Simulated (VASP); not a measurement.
## C: single point with PBE

The system is C.

```
CELL_PARAMETERS angstrom
2.52210 0.00000 0.00000
-1.26105 2.18420 0.00000
0.00000 0.00000 12.35570
ATOMIC_POSITIONS crystal
C 0.66667 0.33333 0.35417
C 0.33333 0.66667 0.85417
C 0.66667 0.33333 0.14583
C 0.33333 0.66667 0.64583
C 0.66667 0.33333 0.47917
C 0.33333 0.66667 0.97917
C 0.66667 0.33333 0.02083
C 0.33333 0.66667 0.52083
C 0.00000 0.00000 0.81250
C 0.00000 0.00000 0.31250
C 0.00000 0.00000 0.68750
C 0.00000 0.00000 0.18750
```

```json
{
  "Program": "VASP 6.6.1",
  "Task": "single point",
  "Functional": "PBE",
  "Potentials or basis": "VASP PAW PBE potentials, release 64 (C)",
  "Cutoff": "520 eV",
  "k mesh": "12 × 12 × 3",
  "Occupations": "gaussian, width 0.013 eV",
  "Spin": "no spin polarisation",
  "Dipole correction": "no",
  "Further INCAR settings": "ALGO = Normal; EDIFF = 1e-06; NBANDS = 36"
}
```

```json
{"Pressure": "2.7 GPa", "Largest force": "0.332 eV/Å", "Band gap on the k mesh": "4.38 eV, indirect (least direct gap 5.30 eV)"}
```

Forces in eV/Å, atoms in the order of the input:
```
C    0.000  0.000  0.310
C    0.000  0.000  0.310
C    0.000  0.000 -0.310
C    0.000  0.000 -0.310
C    0.000  0.000 -0.027
C    0.000  0.000 -0.027
C    0.000  0.000  0.027
C    0.000  0.000  0.027
C    0.000  0.000  0.332
C    0.000  0.000  0.332
C    0.000  0.000 -0.332
C    0.000  0.000 -0.332
```

Stress tensor (GPa, compression positive):
```
0.02 0.00 0.00
0.00 0.02 0.00
0.00 0.00 8.20
```

Levels at points of the mesh, in eV from the valence-band top:
| k point | band 22 | band 23 | band 24 | band 25 | band 26 | band 27 |
| --- | --- | --- | --- | --- | --- | --- |
| (0.00, 0.00, 0.00) | -0.15 | 0.00 | 0.00 | 5.30 | 5.30 | 5.66 |
| (0.50, 0.00, 0.00) | -4.06 | -3.63 | -2.89 | 4.52 | 5.10 | 5.26 |

Run time: 120 s on 1 thread of AMD EPYC 7R43 64-Core Processor (Zen 3), with other jobs on the host, peak memory 0.16 GiB.

A k mesh can miss the band edges. A hybrid or GW would open this gap; PBE tends to underestimate it.
